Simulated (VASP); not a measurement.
# NaF (Fm-3m) in VASP: a series of runs

NaF is run at these levels: LDA, r2SCAN, HSE06, PBE0; tasks: single point.

All numbers are computed with VASP 6.6.1; they aren't measurements. Logs are shortened: lines on timing, memory, paths and dates and some standing lists are left out, and cuts for length are marked.

### Step 1. The cell of the first run

It takes space group Fm-3m (No. 225, cubic). Conventional cell: a = 4.640 Å, b = 4.640 Å, c = 4.640 Å, α = 90.00°, β = 90.00°, γ = 90.00°. Within 3.1 Å of Na (site symmetry m-3m) lie 6 F at 2.32 Å. Within 3.1 Å of F (site symmetry m-3m) lie 6 Na at 2.32 Å.

### Step 2. Single point, LDA

File INCAR:

```
PREC = Accurate ; ENCUT = 520
EDIFF = 1E-6 ; ISMEAR = 0
SIGMA = 0.01 ; LREAL = F
LASPH = T ; NELM = 100
ALGO = Normal ; ISIF = 2
LWAVE = F ; LCHARG = F
GGA = CA ; NBANDS = 14
```

File KPOINTS:

```
Automatic mesh
0
Gamma
  10 10 10
```

File POSCAR:

```
NaF
1.0
    0.0000000000      2.3200000000      2.3200000000
    2.3200000000      0.0000000000      2.3200000000
    2.3200000000      2.3200000000      0.0000000000
Na F
1 1
Direct
    0.0000000000      0.0000000000      0.0000000000
    0.5000000000      0.5000000000      0.5000000000
```

Potentials or basis: VASP PAW LDA potentials, release 64 (Na_pv, F).

Started as:

```
$ cat potpaw_LDA.64/Na_pv/POTCAR potpaw_LDA.64/F/POTCAR > POTCAR
$ mpirun -np 1 vasp_std > vasp.out
```

OUTCAR:

```text
PREC = Accurate
   ENCUT = 520
   EDIFF = 1E-6
   ISMEAR = 0
   LREAL = F
   LASPH = T
   NELM = 100
   ISIF = 2
   GGA = CA

 ion  position               nearest neighbor table
   1  0.000  0.000  0.000-   2 2.32   2 2.32   2 2.32   2 2.32   2 2.32   2 2.32
   2  0.500  0.500  0.500-   1 2.32   1 2.32   1 2.32   1 2.32   1 2.32   1 2.32

  LATTYP: Found a face centered cubic cell.
 ALAT       =     4.6400000000

  Lattice vectors:

 A1 = (   0.0000000000,   2.3200000000,   2.3200000000)
 A2 = (   2.3200000000,   0.0000000000,   2.3200000000)
 A3 = (   2.3200000000,   2.3200000000,   0.0000000000)

Analysis of symmetry for initial positions (statically):
=====================================================================
 Subroutine PRICEL returns:
 Original cell was already a primitive cell.

 Routine SETGRP: Setting up the symmetry group for a
 face centered cubic supercell.

 Subroutine GETGRP returns: Found 48 space group operations
 (whereof 48 operations were pure point group operations)
 out of a pool of 48 trial point group operations.

The static configuration has the point symmetry O_h .

Analysis of symmetry for dynamics (positions and initial velocities):
=====================================================================
 Subroutine PRICEL returns:
 Original cell was already a primitive cell.

 Routine SETGRP: Setting up the symmetry group for a
 face centered cubic supercell.

 Subroutine GETGRP returns: Found 48 space group operations
 (whereof 48 operations were pure point group operations)
 out of a pool of 48 trial point group operations.

The dynamic configuration has the point symmetry O_h .

 Subroutine INISYM returns: Found 48 space group operations
 (whereof 48 operations are pure point group operations),
 and found     1 'primitive' translations

----------------------------------------------------------------------------------------

                                     Primitive cell

  volume of cell :      24.9743

  direct lattice vectors                    reciprocal lattice vectors
     0.000000000  2.320000000  2.320000000    -0.215517241  0.215517241  0.215517241
     2.320000000  0.000000000  2.320000000     0.215517241 -0.215517241  0.215517241
     2.320000000  2.320000000  0.000000000     0.215517241  0.215517241 -0.215517241

  length of vectors
     3.280975465  3.280975465  3.280975465     0.373286812  0.373286812  0.373286812

  position of ions in fractional coordinates (direct lattice)
     0.000000000  0.000000000  0.000000000
     0.500000000  0.500000000  0.500000000

  ion indices of the primitive-cell ions
   primitive index   ion index
                 1           1
                 2           2

----------------------------------------------------------------------------------------

 KPOINTS: Automatic mesh

Automatic generation of k-mesh.
 Grid dimensions read from file:
 generate k-points for:   10   10   10

 Generating k-lattice:

  Cartesian coordinates                     Fractional coordinates (reciprocal lattice)
    -0.021551724  0.021551724  0.021551724     0.100000000  0.000000000  0.000000000
     0.021551724 -0.021551724  0.021551724     0.000000000  0.100000000  0.000000000
     0.021551724  0.021551724 -0.021551724     0.000000000  0.000000000  0.100000000

  Length of vectors
     0.037328681  0.037328681  0.037328681

  Shift w.r.t. Gamma in fractional coordinates (k-lattice)
     0.000000000  0.000000000  0.000000000

 Subroutine IBZKPT returns following result:
 ===========================================

 Found     47 irreducible k-points:

 Following reciprocal coordinates:
            Coordinates               Weight
  0.000000  0.000000  0.000000      1.000000
  0.100000  0.000000  0.000000      8.000000
  0.200000  0.000000  0.000000      8.000000
  0.300000  0.000000  0.000000      8.000000
  0.400000  0.000000  0.000000      8.000000
  0.500000  0.000000  0.000000      4.000000
[... 16 lines left out ...]
  0.300000  0.300000  0.000000      6.000000
  0.400000  0.300000  0.000000     24.000000
 [... further k-points ...]
   k-points           NKPTS =     47   k-points in BZ     NKDIM =     47   number of bands    NBANDS=     14
   number of dos      NEDOS =    301   number of ions     NIONS =      2
   total plane-waves  NPLWV =  13824
   dimension x,y,z NGX =    24 NGY =   24 NGZ =   24
   dimension x,y,z NGXF=    48 NGYF=   48 NGZF=   48
   ions per type =               1   1
   NGX,Y,Z   is equivalent  to a cutoff of  12.16, 12.16, 12.16 a.u.
   NGXF,Y,Z  is equivalent  to a cutoff of  24.32, 24.32, 24.32 a.u.
 SYSTEM =  unknown system
   PREC   = accura    normal or accurate (medium, high low for compatibility)
   ISTART =      0    job   : 0-new  1-cont  2-samecut
   ICHARG =      2    charge: 1-file 2-atom 10-const
   ISPIN  =      1    spin polarized calculation?
   LNONCOLLINEAR =      F non collinear calculations
   LSORBIT =      F    spin-orbit coupling
   LASPH  =      T    aspherical Exc in radial PAW
   ENCUT  =  520.0 eV  38.22 Ry    6.18 a.u.   6.10  6.10  6.10*2*pi/ulx,y,z
   NELM   =    100;   NELMIN=  2; NELMDL= -5     # of ELM steps
   EDIFF  = 0.1E-05   stopping-criterion for ELM
   LREAL  =      F    real-space projection
   EDIFFG = 0.1E-04   stopping-criterion for IOM
   NSW    =      0    number of steps for IOM
   IBRION =     -1    ionic relax: 0-MD 1-quasi-New 2-CG
   NFREE  =      0    steps in history (QN), initial steepest desc. (CG)
   ISIF   =      2    stress and relaxation
   ISYM   =      2    0-nonsym 1-usesym 2-fastsym
   POTIM  = 0.5000    time-step for ionic-motion
   TEBEG  =    0.0;   TEEND  =   0.0 temperature during run
   PSTRESS=    0.0 pullay stress
   NELECT =      14.0000    total number of electrons
   NUPDOWN=      -1.0000    fix difference up-down
   EMIN   =  10.00;   EMAX   =-10.00  energy-range for DOS
   EFERMI =   0.00;   METHOD = LEGACY
   ISMEAR =     0;   SIGMA  =   0.01  broadening in eV -4-tet -1-fermi 0-gaus
   EFERMI_NEDOS =   21; number of points for ismear=-14 and -15
   IALGO  =     38    algorithm
   IMIX   =      4    mixing-type and parameters
     AMIX     =   0.40;   BMIX     =  1.00
     AMIX_MAG =   1.60;   BMIX_MAG =  1.00
  volume/ion in A,a.u.               =      12.49        84.27
  Fermi-wavevector in a.u.,A,eV,Ry     =   1.349852  2.550851 24.791186  1.822101
  Thomas-Fermi vector in A             =   2.477405
   LORBIT       =      0    0 simple, 1 ext, 2 COOP (PROOUT), +10 PAW based schemes
   GGA     = CA    functional components
   LHFCALC =     F    Hartree Fock is set to
   AEXX    =    0.0000 exact exchange contribution
   IVDW    =     0    specifies the selected vdW correction
   LEPSILON=     F    determine dielectric tensor
   LRPA    =     F    only Hartree local field effects (RPA)
 non-spin polarized calculation
 Gauss-broadening in eV      SIGMA  =   0.01
  energy-cutoff  :      520.00
  volume of cell :       24.97
 maximum number of plane-waves:       692
   NGX = 13   NGY = 13   NGZ = 13

 number of electron      13.9999978 magnetization

 Free energy of the ion-electron system (eV)
  ---------------------------------------------------
  ext. energy  EPLUGINS =         0.00000000
  ---------------------------------------------------
  free energy    TOTEN  =        -9.30267999 eV

  energy without entropy =       -9.30267999  energy(sigma->0) =       -9.30267999

 E-fermi :  -2.4754     XC(G=0):  -9.9246

 val. band max:       -2.5285640860   @ k =   0.0000   0.0000   0.0000
 cond. band min:       3.4064402012   @ k =   0.0000   0.0000   0.0000
 fundamental gap:      5.9350042873
 Fermi energy:        -2.4754264838

 k-point     1 :       0.0000    0.0000    0.0000
  band No.  band energies     occupation
      1     -21.3005      2.00000
      2     -21.3005      2.00000
      3     -21.3005      2.00000
      4     -21.2818      2.00000
      5      -2.5286      2.00000
      6      -2.5286      2.00000
      7      -2.5286      2.00000
      8       3.4064      0.00000
      9      15.9789      0.00000
     10      15.9789      0.00000
     11      15.9789      0.00000
     12      18.7815      0.00000
     13      21.0061      0.00000
     14      21.0061      0.00000

 k-point     2 :       0.1000    0.0000    0.0000
  band No.  band energies     occupation
      1     -21.5467      2.00000
      2     -21.3017      2.00000
      3     -21.3017      2.00000
      4     -21.0219      2.00000
      5      -2.7366      2.00000
      6      -2.5543      2.00000
      7      -2.5543      2.00000
      8       3.7696      0.00000
      9      14.6905      0.00000
     10      16.1338      0.00000
     11      16.1338      0.00000
     12      20.2188      0.00000
     13      20.5879      0.00000
     14      20.5879      0.00000

 k-point     3 :       0.2000    0.0000    0.0000
  band No.  band energies     occupation
      1     -21.7654      2.00000
      2     -21.3050      2.00000
      3     -21.3050      2.00000
      4     -20.7649      2.00000
      5      -3.2107      2.00000
      6      -2.6211      2.00000
      7      -2.6211      2.00000
      8       4.6957      0.00000
      9      12.9365      0.00000
     10      16.5218      0.00000
     11      16.5218      0.00000
     12      19.9566      0.00000
     13      19.9566      0.00000
     14      21.3588      0.00000
[... 324 lines left out ...]
 k-point    23 :       0.3000    0.3000    0.0000
  band No.  band energies     occupation
      1     -21.7259      2.00000
      2     -21.3369      2.00000
      3     -21.3369      2.00000
      4     -20.7407      2.00000
      5      -3.6376      2.00000
      6      -2.8126      2.00000
      7      -2.8125      2.00000
      8       6.6694      0.00000
      9      11.3894      0.00000
     10      14.8690      0.00000
     11      16.5027      0.00000
     12      16.5027      0.00000
     13      22.6791      0.00000
     14      23.2629      0.00000

 k-point    24 :       0.4000    0.3000    0.0000
  band No.  band energies     occupation
      1     -21.7083      2.00000
      2     -21.3506      2.00000
      3     -21.3425      2.00000
      4     -20.7401      2.00000
      5      -3.7516      2.00000
      6      -2.9245      2.00000
      7      -2.8661      2.00000
      8       7.6610      0.00000
      9      10.8475      0.00000
     10      13.7480      0.00000
     11      16.5968      0.00000
     12      16.6261      0.00000
     13      22.4464      0.00000
     14      23.6324      0.00000

 [... further k-points ...]

------------------------ aborting loop because EDIFF is reached ----------------------------------------

  FORCE on cell =-STRESS in cart. coord.  units (eV):
  Direction    XX          YY          ZZ          XY          YZ          ZX
  --------------------------------------------------------------------------------------
  -------------------------------------------------------------------------------------
  Total       -0.7120837     -0.7120837     -0.7120837      0.0000000      0.0000000      0.0000000
  in kB      -45.6822699    -45.6822699    -45.6822699      0.0000000      0.0000000      0.0000000
  external PRESSURE =     -45.6822699 kB  Pullay stress =       0.0000000 kB

 VOLUME and BASIS-vectors are now :
 -----------------------------------------------------------------------------
  energy-cutoff  :      520.00
  volume of cell :       24.97
      direct lattice vectors                 reciprocal lattice vectors
     0.000000000  2.320000000  2.320000000    -0.215517241  0.215517241  0.215517241
     2.320000000  0.000000000  2.320000000     0.215517241 -0.215517241  0.215517241
     2.320000000  2.320000000  0.000000000     0.215517241  0.215517241 -0.215517241

 POSITION                                       TOTAL-FORCE (eV/Angst)
 -----------------------------------------------------------------------------------
      0.00000      0.00000      0.00000         0.000000      0.000000      0.000000
      2.32000      2.32000      2.32000        -0.000000      0.000000      0.000000
 -----------------------------------------------------------------------------------
    total drift:                                0.000000     -0.000000      0.000000

  FREE ENERGIE OF THE ION-ELECTRON SYSTEM (eV)
  ---------------------------------------------------
  free  energy   TOTEN  =        -9.3026799938 eV

  energy  without entropy=       -9.3026799938  energy(sigma->0) =       -9.30267999
```

Wall time 6.4 s (1 thread of Intel Xeon Platinum 8488C (Sapphire Rapids), shared host); peak memory 0.12 GiB.

What came out:

| Quantity | Value |
| --- | --- |
| Free energy | -9.3027 eV |
| Pressure | -4.6 GPa |
| Band gap on the k mesh | 5.93 eV |

Caveat: the cell stands under tension. A k mesh can miss the band edges.

### Step 3. Single point, r2SCAN

POSCAR is that of step 2.

File INCAR.step1:

```
  PREC = Accurate
  ENCUT = 520
  ISMEAR = 0
  SIGMA = 0.01
  LREAL = F
  LASPH = T
  NELM = 60
  NBANDS = 14
  GGA = PE
  ALGO = Normal
  EDIFF = 1E-4
  LWAVE = T
  LCHARG = F
```

File INCAR.step2:

```
  PREC = Accurate
  ENCUT = 520
  EDIFF = 1E-6
  ISMEAR = 0
  SIGMA = 0.01
  LREAL = F
  LASPH = T
  NELM = 60
  ALGO = Normal
  ISIF = 2
  LWAVE = F
  LCHARG = F
  METAGGA = R2SCAN
  LMIXTAU = T
  NBANDS = 14
  ISTART = 1
```

KPOINTS is that of step 2.

Potentials or basis: VASP PAW PBE potentials, release 64 (Na_pv, F).

Started as:

```
$ cat potpaw_PBE.64/Na_pv/POTCAR potpaw_PBE.64/F/POTCAR > POTCAR
$ cp INCAR.step1 INCAR
$ mpirun -np 1 vasp_std > vasp.out
$ cp INCAR.step2 INCAR
$ mpirun -np 1 vasp_std > vasp.out
```

Run time: 31 s. Hardware: 1 thread of Intel Xeon Platinum 8488C (Sapphire Rapids), shared host; peak memory 0.14 GiB.

Results (log left out):

| Quantity | Value |
| --- | --- |
| Free energy | -12.5969 eV |
| Pressure | -2.0 GPa |
| Band gap on the k mesh | 7.15 eV |

Levels at points of the mesh, in eV from the valence-band top:
```
           k point  band 5  band 6  band 7  band 8  band 9  band 10
(0.00, 0.00, 0.00)    0.00    0.00    0.00    7.15   19.75    19.75
(0.50, 0.00, 0.00)   -1.54   -0.26   -0.26   11.60   13.38    21.37
(0.50, 0.50, 0.00)   -1.26   -0.40   -0.40   13.90   14.02    14.80
```

Caveat: the PAW data sets were made with another functional, which shifts forces and pressure a little.

### Step 4. Single point, HSE06

POSCAR is that of step 3.

File INCAR.step1:

```
  PREC = Accurate
  ENCUT = 520
  EDIFF = 1E-5
  ISMEAR = 0
  SIGMA = 0.01
  LREAL = False
  LASPH = True
  NELM = 60
  ALGO = Normal
  ISIF = 2
  LWAVE = True
  LCHARG = False
  NBANDS = 14
  GGA = PE
```

File INCAR.step2:

```
  PREC = Accurate
  ENCUT = 520
  EDIFF = 1E-6
  ISMEAR = 0
  SIGMA = 0.01
  LREAL = False
  LASPH = True
  NELM = 60
  ALGO = Normal
  ISIF = 2
  LWAVE = False
  LCHARG = False
  GGA = PE
  LHFCALC = True
  HFSCREEN = 0.2079
  PRECFOCK = Normal
  NBANDS = 14
  ISTART = 1
```

File KPOINTS:

```
Automatic mesh
0
Gamma
  6 6 6
```

Started as:

```
$ cat potpaw_PBE.64/Na_pv/POTCAR potpaw_PBE.64/F/POTCAR > POTCAR
$ cp INCAR.step1 INCAR
$ mpirun -np 1 vasp_std > vasp.out
$ cp INCAR.step2 INCAR
$ mpirun -np 1 vasp_std > vasp.out
```

Wall time 10 min (1 thread of Intel Xeon Platinum 8488C (Sapphire Rapids), shared host); peak memory 0.24 GiB.

The run converged. Its results:

- Free energy: -10.3131 eV
- Pressure: 0.0 GPa
- Band gap on the k mesh: 8.43 eV

Levels at points of the mesh, in eV from the valence-band top:
```csv
k point,band 3,band 4,band 5,band 6,band 7,band 8,band 9,band 10,band 11,band 12
"(0.00, 0.00, 0.00)",-20.38,-20.38,0.00,0.00,0.00,8.43,21.32,21.32,21.32,23.93
"(0.50, 0.00, 0.00)",-20.39,-19.65,-1.61,-0.27,-0.27,12.97,14.79,22.50,22.50,25.50
"(0.50, 0.50, 0.00)",-20.43,-20.43,-1.31,-0.43,-0.43,15.47,15.47,15.93,22.31,22.31
```

Caveat: the PAW data sets were made with another functional, which shifts forces and pressure a little.

(Part 1 of 2 ends here.)
